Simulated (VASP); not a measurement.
Sc, 1 atom in the cell. Symmetry: Im-3m, No. 229, cubic system. Conventional cell: a = 3.340 Å, b = 3.340 Å, c = 3.340 Å, α = 90.00°, β = 90.00°, γ = 90.00°. Sc (site symmetry m-3m) has 14 Sc at 2.89 to 3.34 Å within 3.8 Å. This isn't the form of Sc at room conditions, which is hcp.

| Quantity | Value |
| --- | --- |
| Program | VASP 6.6.1 |
| Task | single point |
| Functional | PBEsol |
| Potentials or basis | VASP PAW PBE potentials, release 64 (Sc_sv) |
| Cutoff | 500 eV |
| k mesh | 18 × 18 × 18 |
| Occupations | fermi-dirac, width 0.1 eV |
| Spin | no spin polarisation |
| Dipole correction | no |
| Further INCAR settings | ALGO = Normal; EDIFF = 1e-06; NBANDS = 12 |

Potentials or basis: VASP PAW PBE potentials, release 64 (Sc_sv).

Command:

```console
$ cat potpaw_PBE.64/Sc_sv/POTCAR > POTCAR
$ mpirun -np 1 vasp_std > vasp.out
```

Hardware: 1 thread of AMD EPYC 9R14 (Zen 4), with other jobs on the host.

Q: Estimate the wall time of this run.

A: It took 25 s on 1 thread of AMD EPYC 9R14 (Zen 4), on a shared host, peak memory 0.14 GiB. Counts: scf iterations 11, k points 195.
